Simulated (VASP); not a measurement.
# BaTiO3 (Amm2) in VASP: a series of runs, part 2 of 2

VASP 6.6.1. Earlier steps stand in the parts before.

## Step 3: Single point, r2SCAN+U

POSCAR reads:

```
BaTiO3
1.0
    3.9855000000      0.0000000000      0.0000000000
    0.0000000000      2.8369000000      2.8451500000
    0.0000000000     -2.8369000000      2.8451500000
Ba Ti O
1 1 3
Direct
    0.0000000000      0.0000000000      0.0000000000
    0.5000000000      0.5124000000      0.5124000000
    0.0000000000      0.4874000000      0.4874000000
    0.5000000000      0.5052400000      0.9918400000
    0.5000000000      0.9918400000      0.5052400000
```

INCAR.step1 reads:

```
PREC = Accurate
ENCUT = 520
ISMEAR = 1
SIGMA = 0.01
LREAL = F
LASPH = T
NELM = 150
LMAXMIX = 4
LDAU = T
LDAUTYPE = 2
LDAUL = -1 2 -1
LDAUU = 0 1.5 0
LDAUJ = 0 0 0
NBANDS = 28
GGA = PE
ALGO = Normal
EDIFF = 1E-4
LWAVE = T
LCHARG = F
```

INCAR.step2 reads:

```
PREC = Accurate
ENCUT = 520
EDIFF = 1E-6
ISMEAR = 1
SIGMA = 0.01
LREAL = F
LASPH = T
NELM = 150
ALGO = Normal
ISIF = 2
LWAVE = F
LCHARG = F
LMAXMIX = 4
LDAU = T
LDAUTYPE = 2
LDAUL = -1 2 -1
LDAUU = 0 1.5 0
LDAUJ = 0 0 0
LDAUPRINT = 1
METAGGA = R2SCAN
LMIXTAU = T
NBANDS = 28
ISTART = 1
```

KPOINTS reads:

```
Automatic mesh
0
Gamma
  6 6 6
```

Potentials or basis: VASP PAW PBE potentials, release 64 (Ba_sv, Ti_sv, O).

Started as:

```console
$ cat potpaw_PBE.64/Ba_sv/POTCAR potpaw_PBE.64/Ti_sv/POTCAR potpaw_PBE.64/O/POTCAR > POTCAR
$ cp INCAR.step1 INCAR
$ mpirun -np 1 vasp_std > vasp.out
$ cp INCAR.step2 INCAR
$ mpirun -np 1 vasp_std > vasp.out
```

Wall time 3.3 min (1 thread of Intel Xeon Platinum 8488C (Sapphire Rapids), shared host); peak memory 0.24 GiB.

The run converged. Its results:

- Free energy: -73.2312 eV
- Pressure: 2.3 GPa
- Largest force: 0.275 eV/Å
- Band gap on the k mesh: 2.42 eV (least direct gap 2.66 eV)

Forces in eV/Å, atoms in the order of the input:
```
Ba   0.000  0.000  0.167
Ti   0.000  0.000 -0.120
O    0.000  0.000  0.275
O    0.000 -0.117 -0.161
O    0.000  0.117 -0.161
```

Stress tensor (GPa, compression positive):
```
2.41 0.00 0.00
0.00 2.56 0.00
0.00 0.00 1.87
```

Levels at points of the mesh, in eV from the valence-band top:
| k point | band 16 | band 17 | band 18 | band 19 | band 20 | band 21 | band 22 | band 23 | band 24 | band 25 |
| --- | --- | --- | --- | --- | --- | --- | --- | --- | --- | --- |
| (0.00, 0.00, 0.00) | -1.18 | -1.13 | -0.35 | -0.28 | -0.23 | 2.42 | 2.48 | 2.61 | 4.30 | 4.35 |
| (0.50, 0.00, 0.00) | -1.99 | -1.78 | -1.71 | -0.88 | -0.84 | 2.62 | 4.04 | 4.13 | 4.29 | 6.23 |
| (0.00, 0.50, 0.00) | -1.93 | -1.81 | -1.66 | -0.86 | -0.80 | 2.66 | 4.07 | 4.10 | 4.34 | 6.34 |
| (0.50, 0.50, 0.00) | -2.63 | -1.83 | -0.92 | -0.90 | -0.09 | 4.09 | 4.11 | 4.52 | 5.09 | 8.05 |
| (0.00, 0.50, 0.50) | -2.64 | -1.77 | -0.94 | -0.90 | -0.14 | 4.08 | 4.14 | 4.52 | 5.22 | 8.08 |
| (0.50, 0.50, 0.50) | -2.39 | -2.38 | -0.05 | -0.01 | 0.00 | 4.71 | 4.76 | 4.77 | 7.24 | 7.31 |

Eigenvalues of the final occupation matrices:
```tsv
site	spin	trace	eigenvalues
site 2 d	1	0.81	0.11 0.11 0.11 0.24 0.24
site 2 d	2	0.81	0.11 0.11 0.11 0.24 0.24
```

Caveat: the PAW data sets were made with another functional, which shifts forces and pressure a little; spin-orbit coupling is left out, which moves the levels of the heavy elements. A k mesh can miss the band edges.

## Step 4: Single point, r2SCAN+U

POSCAR is that of step 3.

INCAR.step1 reads:

```
ALGO     = Normal         # electronic algorithm
EDIFF    = 1E-4           # SCF threshold, eV
ENCUT    = 520            # plane-wave cutoff, eV
GGA      = PE             # functional
ISMEAR   = 1              # smearing method
LASPH    = True           # aspherical terms in the spheres
LCHARG   = False          # write CHGCAR
LDAU     = True           # DFT+U
LDAUJ    = 0 0 0        
LDAUL    = -1 2 -1        # shell
LDAUTYPE = 2            
LDAUU    = 0 3 0          # U, eV
LMAXMIX  = 4              # l up to which the mixer works
LREAL    = False          # projectors in reciprocal space
LWAVE    = True           # write WAVECAR
NBANDS   = 28             # bands
NELM     = 150            # most SCF steps
PREC     = Accurate       # precision mode
SIGMA    = 0.01           # smearing width, eV
```

INCAR.step2 reads:

```
ALGO     = Normal         # electronic algorithm
EDIFF    = 1E-6           # SCF threshold, eV
ENCUT    = 520            # plane-wave cutoff, eV
ISIF     = 2              # what is computed and relaxed
ISMEAR   = 1              # smearing method
ISTART   = 1            
LASPH    = True           # aspherical terms in the spheres
LCHARG   = False          # write CHGCAR
LDAU     = True           # DFT+U
LDAUJ    = 0 0 0        
LDAUL    = -1 2 -1        # shell
LDAUPRINT= 1            
LDAUTYPE = 2            
LDAUU    = 0 3 0          # U, eV
LMAXMIX  = 4              # l up to which the mixer works
LMIXTAU  = True         
LREAL    = False          # projectors in reciprocal space
LWAVE    = False          # write WAVECAR
METAGGA  = R2SCAN         # meta-GGA
NBANDS   = 28             # bands
NELM     = 150            # most SCF steps
PREC     = Accurate       # precision mode
SIGMA    = 0.01           # smearing width, eV
```

KPOINTS reads:

```
k-points
0
Gamma
  6 6 6
```

Started as:

```console
$ cat potpaw_PBE.64/Ba_sv/POTCAR potpaw_PBE.64/Ti_sv/POTCAR potpaw_PBE.64/O/POTCAR > POTCAR
$ cp INCAR.step1 INCAR
$ mpirun -np 1 vasp_std > vasp.out
$ cp INCAR.step2 INCAR
$ mpirun -np 1 vasp_std > vasp.out
```

It took 3.7 min on 1 thread of Intel Xeon Platinum 8488C (Sapphire Rapids), shared host; peak memory 0.24 GiB.

The run converged. Its results:

| Item | Value |
| --- | --- |
| Free energy | -72.2586 eV |
| Pressure | 3.5 GPa |
| Largest force | 0.358 eV/Å |
| Band gap on the k mesh | 2.62 eV (least direct gap 2.87 eV) |

Forces in eV/Å, atoms in the order of the input:
```
Ba   0.000  0.000  0.173
Ti   0.000  0.000 -0.358
O    0.000  0.000  0.281
O    0.000 -0.221 -0.048
O    0.000  0.221 -0.048
```

Stress tensor (GPa, compression positive):
```
3.64 0.00 0.00
0.00 3.81 0.00
0.00 0.00 3.11
```

Levels at points of the mesh, in eV from the valence-band top:
```csv
k point,band 16,band 17,band 18,band 19,band 20,band 21,band 22,band 23,band 24,band 25
"(0.00, 0.00, 0.00)",-1.18,-1.13,-0.35,-0.29,-0.25,2.62,2.67,2.80,4.32,4.38
"(0.50, 0.00, 0.00)",-1.99,-1.76,-1.69,-0.90,-0.86,2.83,4.23,4.31,4.32,6.22
"(0.00, 0.50, 0.00)",-1.95,-1.78,-1.65,-0.88,-0.83,2.87,4.26,4.29,4.36,6.34
"(0.50, 0.50, 0.00)",-2.61,-1.89,-0.92,-0.91,-0.09,4.28,4.30,4.72,5.10,8.05
"(0.00, 0.50, 0.50)",-2.61,-1.82,-0.94,-0.90,-0.14,4.27,4.33,4.71,5.22,8.08
"(0.50, 0.50, 0.50)",-2.35,-2.34,-0.05,-0.01,0.00,4.90,4.95,4.96,7.21,7.29
```

Eigenvalues of the final occupation matrices:
```csv
site,spin,trace,eigenvalues
site 2 d,1,0.78,0.10 0.10 0.10 0.24 0.24
site 2 d,2,0.78,0.10 0.10 0.10 0.24 0.24
```

Caveat: the cell stands under pressure; the PAW data sets were made with another functional, which shifts forces and pressure a little; spin-orbit coupling is left out, which moves the levels of the heavy elements. A k mesh can miss the band edges.

## Step 5: Single point, r2SCAN+U

POSCAR is that of step 4.

INCAR.step1 reads:

```
ALGO = Normal
EDIFF = 1E-4
ENCUT = 520
GGA = PE
ISMEAR = 1
LASPH = T
LCHARG = F
LDAU = T
LDAUJ = 0 0 0
LDAUL = -1 2 -1
LDAUTYPE = 2
LDAUU = 0 4.5 0
LMAXMIX = 4
LREAL = F
LWAVE = T
NBANDS = 28
NELM = 150
PREC = Accurate
SIGMA = 0.01
```

INCAR.step2 reads:

```
ALGO = Normal
EDIFF = 1E-6
ENCUT = 520
ISIF = 2
ISMEAR = 1
ISTART = 1
LASPH = T
LCHARG = F
LDAU = T
LDAUJ = 0 0 0
LDAUL = -1 2 -1
LDAUPRINT = 1
LDAUTYPE = 2
LDAUU = 0 4.5 0
LMAXMIX = 4
LMIXTAU = T
LREAL = F
LWAVE = F
METAGGA = R2SCAN
NBANDS = 28
NELM = 150
PREC = Accurate
SIGMA = 0.01
```

KPOINTS is that of step 4.

Started as:

```console
$ cat potpaw_PBE.64/Ba_sv/POTCAR potpaw_PBE.64/Ti_sv/POTCAR potpaw_PBE.64/O/POTCAR > POTCAR
$ cp INCAR.step1 INCAR
$ mpirun -np 1 vasp_std > vasp.out
$ cp INCAR.step2 INCAR
$ mpirun -np 1 vasp_std > vasp.out
```

It took 4 min on 1 thread of Intel Xeon Platinum 8488C (Sapphire Rapids), shared host; peak memory 0.24 GiB.

Results (log left out):

```
Free energy            : -71.3167 eV
Pressure               : 4.8 GPa
Largest force          : 0.595 eV/Å
Band gap on the k mesh : 2.83 eV (least direct gap 3.09 eV)
```

Forces in eV/Å, atoms in the order of the input:
```
Ba   0.000  0.000  0.178
Ti   0.000  0.000 -0.595
O    0.000  0.000  0.286
O    0.000 -0.327  0.065
O    0.000  0.327  0.065
```

Stress tensor (GPa, compression positive):
```
4.90 0.00 0.00
0.00 5.10 0.00
0.00 0.00 4.37
```

Levels at points of the mesh, in eV from the valence-band top:
```
           k point  band 16  band 17  band 18  band 19  band 20  band 21  band 22  band 23  band 24  band 25
(0.00, 0.00, 0.00)    -1.18    -1.14    -0.35    -0.30    -0.26     2.83     2.87     2.99     4.35     4.41
(0.50, 0.00, 0.00)    -2.00    -1.73    -1.67    -0.92    -0.88     3.05     4.34     4.43     4.52     6.22
(0.00, 0.50, 0.00)    -1.96    -1.74    -1.63    -0.89    -0.85     3.09     4.39     4.46     4.49     6.33
(0.50, 0.50, 0.00)    -2.58    -1.95    -0.93    -0.92    -0.09     4.49     4.50     4.93     5.11     8.06
(0.00, 0.50, 0.50)    -2.58    -1.88    -0.95    -0.91    -0.14     4.48     4.53     4.92     5.24     8.08
(0.50, 0.50, 0.50)    -2.32    -2.30    -0.05    -0.01     0.00     5.11     5.16     5.17     7.19     7.26
```

Eigenvalues of the final occupation matrices:
```csv
site,spin,trace,eigenvalues
site 2 d,1,0.76,0.09 0.10 0.10 0.23 0.24
site 2 d,2,0.76,0.09 0.10 0.10 0.23 0.24
```

Caveat: the cell stands under pressure; the PAW data sets were made with another functional, which shifts forces and pressure a little; spin-orbit coupling is left out, which moves the levels of the heavy elements. A k mesh can miss the band edges.

## Step 6: Summary

```tsv
level	U	gap on the mesh (eV)	pressure (GPa)	largest force (eV/Å)
r2SCAN	-	2.24	1.1	0.27
r2SCAN+U	Ti d U = 1.5 eV	2.42	2.3	0.27
r2SCAN+U	Ti d U = 3.0 eV	2.62	3.5	0.36
r2SCAN+U	Ti d U = 4.5 eV	2.83	4.8	0.60
```

Alike in all rows: task single point; potentials or basis VASP PAW PBE potentials, release 64 (Ba_sv, Ti_sv, O); no spin polarisation; cell as given; k mesh 6 × 6 × 6; cutoff (eV) 520; smearing methfessel-paxton 0.01 eV.

On the cell as given the gap runs from 2.24 eV (r2SCAN) to 2.83 eV (r2SCAN+U). The pressure there spans 1.1 GPa (r2SCAN) to 4.8 GPa (r2SCAN+U); a positive pressure means that this level wants a larger cell, a negative one a smaller.

Caveats: the PAW data sets were made with another functional, which shifts forces and pressure a little; spin-orbit coupling is left out, which moves the levels of the heavy elements; the cell stands under pressure (at least some runs).

Absolute energies hang on the potentials; compare differences alone.
